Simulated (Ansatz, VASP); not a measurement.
## Two plane-wave programs on PbS

```
Pb S
1.0
     0.00000    2.83787    2.83787
     2.83787    0.00000    2.83787
     2.83787    2.83787    0.00000
Pb S
1 1
Direct
  0.00000 0.00000 0.00000
  0.50000 0.50000 0.50000
```

Change from the starting cell: hydrostatic strain -5.0%.

Alike in both runs: task single point; functional PBE; k mesh 8 × 8 × 8; occupations fermi-dirac, width 0.02 eV; no spin polarisation.

|  | VASP | Ansatz |
| --- | --- | --- |
| version | VASP 6.6.1 | Ansatz 0.2.0 |
| potentials or method | VASP PAW PBE potentials, release 64 (Pb_d, S) | plane waves, PAW |
| plane-wave cutoff (eV) | 520 | 420 |
| valence electrons in the cell | 20 | 20 |

```csv
,VASP,Ansatz,Ansatz less VASP
pressure (GPa),12.7,12.8,+0.08
```

The functional is the same, so the differences come from potentials, cutoffs and numerics.

Spin-orbit coupling is off throughout.
